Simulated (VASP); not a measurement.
A run of VASP 6.6.1:

File INCAR:

```
SYSTEM = Ni
PREC = Accurate ; ENCUT = 600
EDIFF = 1E-6 ; ISMEAR = -1
SIGMA = 0.05 ; LREAL = .False.
LASPH = .True. ; NELM = 200
ALGO = Normal ; ISIF = 2
LWAVE = .False. ; LCHARG = .False.
ISPIN = 2 ; MAGMOM = 0.65 0.694 0.694
LORBIT = 11 ; LMAXMIX = 4
GGA = PE ; NBANDS = 26
GGA_COMPAT = .False.
```

KPOINTS

```
regular mesh
0
Gamma
  10 10 15
  0 0 0
```

File POSCAR:

```
Ni
1.0
    3.8815561666      0.0000000000      0.0000000000
   -1.9407780833      3.3615262465      0.0000000000
    0.0000000000      0.0000000000      2.3522272264
Ni
3
Direct
    0.0000000000      0.0000000000      0.0000000000
    0.3333333333      0.6666666667      0.5000000000
    0.6666666667      0.3333333333      0.5000000000
```

Potentials or basis: VASP PAW PBE potentials, release 64 (Ni).

Run with:

```bash
$ cat potpaw_PBE.64/Ni/POTCAR > POTCAR
$ mpirun -np 1 vasp_std > vasp.out
```

Hardware: 1 thread of Intel(R) Xeon(R) Platinum 8259CL CPU @ 2.50GHz (Skylake/Cascade Lake), with other jobs on the host.

Task: How long does it take, and how much memory?

Result: It took 2.3 min on 1 thread of Intel(R) Xeon(R) Platinum 8259CL CPU @ 2.50GHz (Skylake/Cascade Lake) (shared host), peak memory 0.27 GiB. Counts: scf iterations 16, k points 112.
